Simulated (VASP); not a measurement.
A run of VASP 6.6.1:

INCAR

```
SYSTEM = Fe
PREC     = Accurate       ! precision mode
ENCUT    = 520            ! plane-wave cutoff, eV
EDIFF    = 1E-6           ! SCF threshold, eV
ISMEAR   = -1             ! smearing method
SIGMA    = 0.27211386245988 ! smearing width, eV
LREAL    = .False.        ! projectors in reciprocal space
LASPH    = .True.         ! aspherical terms in the spheres
NELM     = 150            ! most SCF steps
ALGO     = Normal         ! electronic algorithm
ISIF     = 2              ! what is computed and relaxed
LWAVE    = .False.        ! write WAVECAR
LCHARG   = .False.        ! write CHGCAR
LNONCOLLINEAR= .True.         ! non-collinear magnetism
MAGMOM   = 0 0 2 0.894 0 1.789 ! initial moments
LORBIT   = 11             ! projections on sites
LMAXMIX  = 4              ! l up to which the mixer works
GGA      = PE             ! functional
NBANDS   = 28             ! bands
```

Contents of KPOINTS:

```
regular mesh
0
Gamma
  2 2 2
  0 0 0
```

Contents of POSCAR:

```
Fe
1.0
    2.8660000000      0.0000000000      0.0000000000
    0.0000000000      2.8660000000      0.0000000000
    0.0000000000      0.0000000000      2.8660000000
Fe
2
Direct
   -0.0034891835      0.0000000000      0.0000000000
    0.5200000000      0.5000000000      0.5000000000
```

Potentials or basis: VASP PAW PBE potentials, release 64 (Fe).

Run with:

```sh
$ cat potpaw_PBE.64/Fe/POTCAR > POTCAR
$ mpirun -np 1 vasp_ncl > vasp.out
```

Hardware: 1 thread of Intel(R) Xeon(R) Platinum 8559C (Emerald Rapids) (shared host).

Q: How long does it take, and how much memory?

A: Run time: 34 s on 1 thread of Intel(R) Xeon(R) Platinum 8559C (Emerald Rapids) (shared host), peak memory 0.19 GiB. Counts: scf iterations 39, k points 8.
